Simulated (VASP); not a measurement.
# Hf (P6_3/mmc) in VASP: notebook

Runs on Hf. Level: PBEsol. Tasks: relaxation of cell and atoms.

Everything below comes from runs of VASP 6.6.1. Logs are shortened: lines on timing, memory, paths and dates and some standing lists are left out, and cuts for length are marked.

### Step 1. The cell of the first run

It takes space group P6_3/mmc (No. 194, hexagonal). The conventional cell has a = 3.197 Å, b = 3.197 Å, c = 5.058 Å, α = 90.00°, β = 90.00°, γ = 120.00°. Hf (site symmetry -6m2) has 12 Hf at 3.13 to 3.20 Å within 4.1 Å.

### Step 2. Relaxation of cell and atoms, PBEsol, target pressure 10 GPa, at which the enthalpy is minimised

The input, INCAR:

```
SYSTEM = Hf
PREC = Accurate
ENCUT = 600
EDIFF = 1E-6
ISMEAR = -1
SIGMA = 0.05
LREAL = .False.
LASPH = .True.
NELM = 80
ALGO = Normal
ISIF = 3
LWAVE = .False.
LCHARG = .False.
GGA = PS
IBRION = 2
NSW = 60
EDIFFG = -0.01
PSTRESS = 100.0
```

The input, KPOINTS:

```
Automatic mesh
0
Gamma
  10 10 5
  0 0 0
```

The input, POSCAR:

```
Hf
1.0
    3.1967000000      0.0000000000      0.0000000000
   -1.5983500000      2.7684234083      0.0000000000
    0.0000000000      0.0000000000      5.0578000000
Hf
2
Direct
    0.6666666667      0.3333333333      0.7500000000
    0.3333333333      0.6666666667      0.2500000000
```

Potentials or basis: VASP PAW PBE potentials, release 64 (Hf_pv).

Launch:

```bash
cat potpaw_PBE.64/Hf_pv/POTCAR > POTCAR
mpirun -np 1 vasp_std > vasp.out
```

OUTCAR:

```text
SYSTEM = Hf
   PREC = Accurate
   ENCUT = 600
   EDIFF = 1E-6
   ISMEAR = -1
   LREAL = .False.
   LASPH = .True.
   NELM = 80
   ISIF = 3
   GGA = PS
   IBRION = 2
   NSW = 60
   EDIFFG = -0.01
   PSTRESS = 100.0

 ion  position               nearest neighbor table
   1  0.667  0.333  0.750-   2 3.13   2 3.13   2 3.13   2 3.13   2 3.13   2 3.13
   2  0.333  0.667  0.250-   1 3.13   1 3.13   1 3.13   1 3.13   1 3.13   1 3.13

  LATTYP: Found a hexagonal cell.
 ALAT       =     3.1967000000
 C/A-ratio  =     1.5821941377

  Lattice vectors:

 A1 = (   3.1967000000,   0.0000000000,   0.0000000000)
 A2 = (  -1.5983500000,   2.7684234083,   0.0000000000)
 A3 = (   0.0000000000,   0.0000000000,   5.0578000000)

Analysis of symmetry for initial positions (statically):
=====================================================================
 Subroutine PRICEL returns:
 Original cell was already a primitive cell.

 Routine SETGRP: Setting up the symmetry group for a
 hexagonal supercell.

 Subroutine GETGRP returns: Found 24 space group operations
 (whereof 12 operations were pure point group operations)
 out of a pool of 24 trial point group operations.

The static configuration has the point symmetry D_3d.
 The point group associated with its full space group is D_6h.

Analysis of symmetry for dynamics (positions and initial velocities):
=====================================================================
 Subroutine PRICEL returns:
 Original cell was already a primitive cell.

 Routine SETGRP: Setting up the symmetry group for a
 hexagonal supercell.

 Subroutine GETGRP returns: Found 24 space group operations
 (whereof 12 operations were pure point group operations)
 out of a pool of 24 trial point group operations.

The dynamic configuration has the point symmetry D_3d.
 The point group associated with its full space group is D_6h.

 Subroutine INISYM returns: Found 24 space group operations
 (whereof 12 operations are pure point group operations),
 and found     1 'primitive' translations

----------------------------------------------------------------------------------------

                                     Primitive cell

  volume of cell :      44.7606

  direct lattice vectors                    reciprocal lattice vectors
     3.196700000  0.000000000  0.000000000     0.312822598  0.180608211  0.000000000
    -1.598350000  2.768423408  0.000000000     0.000000000  0.361216423  0.000000000
[... 98 lines left out ...]
   EMIN   =  10.00;   EMAX   =-10.00  energy-range for DOS
   EFERMI =   0.00;   METHOD = LEGACY
   ISMEAR =    -1;   SIGMA  =   0.05  broadening in eV -4-tet -1-fermi 0-gaus
   EFERMI_NEDOS =   21; number of points for ismear=-14 and -15
   IALGO  =     38    algorithm
   IMIX   =      4    mixing-type and parameters
     AMIX     =   0.40;   BMIX     =  1.00
     AMIX_MAG =   1.60;   BMIX_MAG =  1.00
  volume/ion in A,a.u.               =      22.38       151.03
  Fermi-wavevector in a.u.,A,eV,Ry     =   1.251563  2.365112 21.312311  1.566411
  Thomas-Fermi vector in A             =   2.385505
   LORBIT       =      0    0 simple, 1 ext, 2 COOP (PROOUT), +10 PAW based schemes
   GGA     = PS    functional components
   LHFCALC =     F    Hartree Fock is set to
   AEXX    =    0.0000 exact exchange contribution
   IVDW    =     0    specifies the selected vdW correction
   LEPSILON=     F    determine dielectric tensor
   LRPA    =     F    only Hartree local field effects (RPA)
 conjugate gradient relaxation of ions
 non-spin polarized calculation
  energy-cutoff  :      600.00
  volume of cell :       44.76
 maximum number of plane-waves:      1518
 NGX is ok and might be reduce to    28
   NGX = 13   NGY = 13   NGZ = 21

--------------------------------------- Ionic step        1  -------------------------------------------

 number of electron      20.0000001 magnetization

 Free energy of the ion-electron system (eV)
  ---------------------------------------------------
  ext. energy  EPLUGINS =         0.00000000
  ---------------------------------------------------
  free energy    TOTEN  =       -20.99013392 eV

  energy without entropy =      -20.97922577  energy(sigma->0) =      -20.98467985

------------------------ aborting loop because EDIFF is reached ----------------------------------------

  FORCE on cell =-STRESS in cart. coord.  units (eV):
  Direction    XX          YY          ZZ          XY          YZ          ZX
  --------------------------------------------------------------------------------------
  -------------------------------------------------------------------------------------
  Total       -1.1476484     -1.1476484     -1.2930896      0.0000000      0.0000000      0.0000000
  in kB      -41.0793334    -41.0793334    -46.2853072      0.0000000      0.0000000      0.0000000
  external PRESSURE =    -142.8146580 kB  Pullay stress =     100.0000000 kB
[... 253 lines left out ...]
--------------------------------------- Ionic step        8  -------------------------------------------

 number of electron      20.0000002 magnetization

 Free energy of the ion-electron system (eV)
  ---------------------------------------------------
  ext. energy  EPLUGINS =         0.00000000
  ---------------------------------------------------
  free energy    TOTEN  =       -20.92125058 eV

  energy without entropy =      -20.91433550  energy(sigma->0) =      -20.91779304

 E-fermi :   5.5694     XC(G=0): -11.9338

 val. band max:        5.5452551489   @ k =   0.1000   0.0000   0.2000
 cond. band min:       5.5840635794   @ k =   0.0000   0.0000   0.4000
 fundamental gap:      0.0388084305
 Fermi energy:         5.5693720444

 k-point     1 :       0.0000    0.0000    0.0000
  band No.  band energies     occupation
      1     -25.4091      2.00000
      2     -24.3192      2.00000
      3     -24.3192      2.00000
      4     -24.1366      2.00000
      5     -24.1366      2.00000
      6     -24.1359      2.00000
      7      -2.1828      2.00000
      8       1.4882      2.00000
      9       6.7234      0.00000
     10       6.7729      0.00000
     11       6.7729      0.00000
     12       7.0784      0.00000
     13       7.7265      0.00000
     14       7.7265      0.00000
[... 377 lines left out ...]
      1     -25.2115      2.00000
      2     -25.0261      2.00000
      3     -24.7432      2.00000
      4     -24.5714      2.00000
      5     -24.4271      2.00000
      6     -24.3278      2.00000
      7       1.8244      2.00000
      8       2.7551      2.00000
      9       3.7494      2.00000
     10       4.4020      2.00000
     11       6.2000      0.00001
     12       6.8926      0.00000
     13       7.4211      0.00000
     14      10.9474      0.00000

 [... further k-points ...]
[... 5 lines left out ...]
  --------------------------------------------------------------------------------------
  -------------------------------------------------------------------------------------
  Total        2.4914488      2.4914488      2.4831091     -0.0000000      0.0000000      0.0000000
  in kB      100.1966319    100.1966319     99.8612379     -0.0000000      0.0000000      0.0000000
  external PRESSURE =       0.0848339 kB  Pullay stress =     100.0000000 kB
[... 21 lines left out ...]
  energy  without entropy=      -20.9143354977  energy(sigma->0) =      -20.91779304

  enthalpy is  TOTEN    =       -18.4346910960 eV   P V=        2.4865594803

 reached required accuracy - stopping structural energy minimisation
```

Run time: 2.3 min. Hardware: 1 thread of Intel Xeon Platinum 8488C (Sapphire Rapids), shared host; peak memory 0.2 GiB.

Results:

- Free energy: -20.9213 eV
- Relaxed volume: 19.92 Å³/atom
- Relaxed cell: a = 3.073 Å, b = 3.073 Å, c = 4.870 Å, α = 90.00°, β = 90.00°, γ = 120.00°
- Space group after relaxing (to 0.05 Å): P6_3/mmc (No. 194)
- Energy change on relaxing (the enthalpy is what falls): +34.4 meV/atom
- Ionic steps: 8
- Pressure after relaxing: 10.0 GPa
- Band gap on the k mesh: zero (band 10 reaches 6.77 eV, above the bottom of band 11 at 5.22 eV)

Step by step:
| step | energy change (eV) | largest force (eV/Å) | pressure (GPa) | volume (Å³) |
| --- | --- | --- | --- | --- |
| 1 | 0.0000 | 0.0000 | -4.28 | 44.76 |
| 2 | 1.1951 | 0.0000 | 47.41 | 33.04 |
| 3 | 0.0521 | 0.0000 | 8.96 | 40.12 |
| 4 | 0.0665 | 0.0000 | 9.88 | 39.88 |
| 5 | 0.0724 | 0.0000 | 10.23 | 39.79 |
| 6 | 0.0634 | 0.0000 | 9.69 | 39.93 |
| 7 | 0.0669 | 0.0000 | 9.90 | 39.87 |
| 8 | 0.0689 | 0.0000 | 10.01 | 39.84 |

Final structure:
```
Hf
1.0
     3.07337    0.00000    0.00000
    -1.53668    2.66162    0.00000
     0.00000    0.00000    4.87023
Hf
2
Direct
  0.66667 0.33333 0.75000
  0.33333 0.66667 0.25000
```

Caveat: the cell is relaxed towards a set pressure, so the enthalpy falls and the energy may rise; the PAW data sets were made with another functional, which shifts forces and pressure a little; spin-orbit coupling is left out, which moves the levels of the heavy elements.

### Step 3. Relaxation of cell and atoms, PBEsol, target pressure 20 GPa, at which the enthalpy is minimised

The input, INCAR:

```
SYSTEM = Hf
PREC     = Accurate       ! precision mode
ENCUT    = 600            ! plane-wave cutoff, eV
EDIFF    = 1E-7           ! SCF threshold, eV
ISMEAR   = -1             ! smearing method
SIGMA    = 0.05           ! smearing width, eV
LREAL    = .False.        ! projectors in reciprocal space
LASPH    = .True.         ! aspherical terms in the spheres
NELM     = 80             ! most SCF steps
ALGO     = Normal         ! electronic algorithm
ISIF     = 3              ! what is computed and relaxed
LWAVE    = .False.        ! write WAVECAR
LCHARG   = .False.        ! write CHGCAR
GGA      = PS             ! functional
IBRION   = 2              ! ionic algorithm
NSW      = 60             ! ionic steps
EDIFFG   = -0.01          ! ionic threshold
PSTRESS  = 200.0
```

The input, KPOINTS:

```
regular mesh
0
Gamma
  10 10 5
  0 0 0
```

POSCAR is that of step 2.

Potentials or basis: VASP PAW PBE potentials, release 64 (Hf_pv).

Launch:

```bash
cat potpaw_PBE.64/Hf_pv/POTCAR > POTCAR
mpirun -np 1 vasp_std > vasp.out
```

OUTCAR:

```text
SYSTEM = Hf
   PREC = Accurate
   ENCUT = 600
   EDIFF = 1E-7
   ISMEAR = -1
   LREAL = .False.
   LASPH = .True.
   NELM = 80
   ISIF = 3
   GGA = PS
   IBRION = 2
   NSW = 60
   EDIFFG = -0.01
   PSTRESS = 200.0

 ion  position               nearest neighbor table
   1  0.667  0.333  0.750-   2 3.13   2 3.13   2 3.13   2 3.13   2 3.13   2 3.13
   2  0.333  0.667  0.250-   1 3.13   1 3.13   1 3.13   1 3.13   1 3.13   1 3.13

  LATTYP: Found a hexagonal cell.
 ALAT       =     3.1967000000
 C/A-ratio  =     1.5821941377

  Lattice vectors:

 A1 = (   3.1967000000,   0.0000000000,   0.0000000000)
 A2 = (  -1.5983500000,   2.7684234083,   0.0000000000)
 A3 = (   0.0000000000,   0.0000000000,   5.0578000000)

Analysis of symmetry for initial positions (statically):
[... 382 lines left out ...]

 k-point     1 :       0.0000    0.0000    0.0000
  band No.  band energies     occupation
      1     -24.9788      2.00000
      2     -23.6667      2.00000
      3     -23.6667      2.00000
      4     -23.4525      2.00000
      5     -23.4525      2.00000
      6     -23.4494      2.00000
      7      -1.9065      2.00000
      8       1.7278      2.00000
      9       7.2355      0.00000
     10       7.2355      0.00000
     11       7.4621      0.00000
     12       7.5150      0.00000
     13       8.2557      0.00000
     14       8.2557      0.00000
[... 377 lines left out ...]
      1     -24.7579      2.00000
      2     -24.5378      2.00000
      3     -24.1822      2.00000
      4     -23.9769      2.00000
      5     -23.8013      2.00000
      6     -23.6854      2.00000
      7       2.1029      2.00000
      8       3.0084      2.00000
      9       4.1284      2.00000
     10       4.8241      2.00000
     11       6.6451      0.00001
     12       7.5547      0.00000
     13       8.0054      0.00000
     14      11.7386      0.00000

 [... further k-points ...]

------------------------ aborting loop because EDIFF is reached ----------------------------------------

  FORCE on cell =-STRESS in cart. coord.  units (eV):
  Direction    XX          YY          ZZ          XY          YZ          ZX
  --------------------------------------------------------------------------------------
  -------------------------------------------------------------------------------------
  Total        4.6674166      4.6674166      4.6889942      0.0000000      0.0000000      0.0000000
  in kB      199.4524303    199.4524303    200.3745057      0.0000000      0.0000000      0.0000000
  external PRESSURE =      -0.2402113 kB  Pullay stress =     200.0000000 kB
[... 21 lines left out ...]
  energy  without entropy=      -20.6965431514  energy(sigma->0) =      -20.70061223

  enthalpy is  TOTEN    =       -16.0244509157 eV   P V=        4.6802303840

 reached required accuracy - stopping structural energy minimisation
```

CONTCAR:

```text
Hf
   1.00000000000000
     3.0079616725417448   -0.0000000000000000   -0.0000000000000000
    -1.5039808362708724    2.6049712220555676    0.0000000000000000
    -0.0000000000000000   -0.0000000000000000    4.7848969651747373
  Hf
     2
Direct
     0.6666666667000030    0.3333333332999970    0.7500000000000000
     0.3333333332999970    0.6666666667000030    0.2500000000000000

  0.00000000E+00  0.00000000E+00  0.00000000E+00
  0.00000000E+00  0.00000000E+00  0.00000000E+00
```

It took 2 min on 1 thread of Intel Xeon Platinum 8488C (Sapphire Rapids), shared host; peak memory 0.2 GiB.

Results:

| Property | Result |
| --- | --- |
| Free energy | -20.7047 eV |
| Relaxed volume | 18.75 Å³/atom |
| Relaxed cell | a = 3.008 Å, b = 3.008 Å, c = 4.785 Å, α = 90.00°, β = 90.00°, γ = 120.00° |
| Space group after relaxing (to 0.05 Å) | P6_3/mmc (No. 194) |
| Energy change on relaxing (the enthalpy is what falls) | +142.7 meV/atom |
| Ionic steps | 6 |
| Pressure after relaxing | 20.0 GPa |
| Band gap on the k mesh | zero (band 10 reaches 7.24 eV, above the bottom of band 11 at 5.67 eV) |

Stress tensor (GPa, compression positive):
```
19.95  0.00  0.00
 0.00 19.95  0.00
 0.00  0.00 20.04
```

The path:
```
step  energy change (eV)  largest force (eV/Å)  pressure (GPa)  volume (Å³)
   1              0.0000                0.0000           -4.30        44.76
   2              4.7660                0.0000          131.96        26.17
   3              0.1973                0.0000           16.43        38.27
   4              0.2644                0.0000           19.20        37.67
   5              0.2847                0.0000           19.99        37.50
   6              0.2855                0.0000           19.98        37.49
```

Final structure:
```
CELL_PARAMETERS angstrom
3.00796 0.00000 0.00000
-1.50398 2.60497 0.00000
0.00000 0.00000 4.78490
ATOMIC_POSITIONS crystal
Hf 0.66667 0.33333 0.75000
Hf 0.33333 0.66667 0.25000
```

Caveat: the cell is relaxed towards a set pressure, so the enthalpy falls and the energy may rise; the volume moved by over 15 % at a fixed basis, so the end points are rough; the PAW data sets were made with another functional, which shifts forces and pressure a little; spin-orbit coupling is left out, which moves the levels of the heavy elements.

[end of part 1 of 2]
